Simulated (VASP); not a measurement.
**Os3N: relaxation of cell and atoms with PBE**

The system is Os3N.

```
Os N
1.0
     3.58109    0.00000    0.00000
     0.00000    3.58109    0.00000
     0.00000    0.00000    3.58109
Os N
3 1
Direct
  0.00000 0.50000 0.50000
  0.50000 0.00000 0.50000
  0.50000 0.50000 0.00000
  0.00000 0.00000 0.00000
```

```yaml
Program: VASP 6.6.1
Task: relaxation of cell and atoms
Functional: PBE
Potentials_or_basis: VASP PAW PBE potentials, release 64 (Os, N)
Cutoff: 600 eV
k_mesh: 6 × 6 × 6
Occupations: gaussian, width 0.1 eV
Spin: no spin polarisation
Dipole_correction: no
Further_INCAR_settings: ALGO = Normal; EDIFF = 1e-06; IBRION = 2; EDIFFG = -0.04; NSW = 90; ISIF = 3
```

The relaxed volume is 13.41 Å³/atom, the relaxed cell is a = 3.771 Å, b = 3.771 Å, c = 3.771 Å, α = 90.00°, β = 90.00°, γ = 90.00° and the space group after relaxing (to 0.05 Å) is Pm-3m (No. 221). The energy gained by relaxing is 355.1 meV/atom and the ionic steps are 5. The pressure after relaxing is 0.0 GPa.

Step by step:
```tsv
step	energy change (eV)	largest force (eV/Å)	pressure (GPa)	volume (Å³)
1	0.0000	0.0000	68.40	45.92
2	6.1944	0.0000	-45.46	86.81
3	-1.3629	0.0000	-9.62	55.48
4	-1.4178	0.0000	-2.18	54.02
5	-1.4205	0.0000	0.04	53.62
```

Final structure:
```
Os N
1.0
     3.77091    0.00000    0.00000
     0.00000    3.77091    0.00000
     0.00000    0.00000    3.77091
Os N
3 1
Direct
  0.00000 0.50000 0.50000
  0.50000 0.00000 0.50000
  0.50000 0.50000 0.00000
  0.00000 0.00000 0.00000
```

Levels at points of the mesh, in eV from the Fermi level:
```tsv
k point	band 11	band 12	band 13	band 14	band 15	band 16	band 17	band 18
(0.00, 0.00, 0.00)	-3.57	-0.76	-0.76	-0.76	1.19	1.19	2.71	3.46
(0.50, 0.00, 0.00)	-2.02	-1.77	-1.61	-1.47	-1.47	-0.35	1.15	1.16
(0.50, 0.50, 0.00)	-1.50	-1.50	-1.31	-1.27	-0.83	-0.09	0.48	1.29
(0.50, 0.50, 0.50)	-3.05	-1.09	-1.09	-1.09	-0.04	0.22	0.22	2.74
```

Run time: 2.2 min on 1 thread of AMD EPYC 7R43 64-Core Processor (Zen 3), with other jobs on the host, peak memory 0.15 GiB.

Caveat: the volume moved by over 15 % at a fixed basis, so the end points are rough; spin-orbit coupling is left out, which moves the levels of the heavy elements.
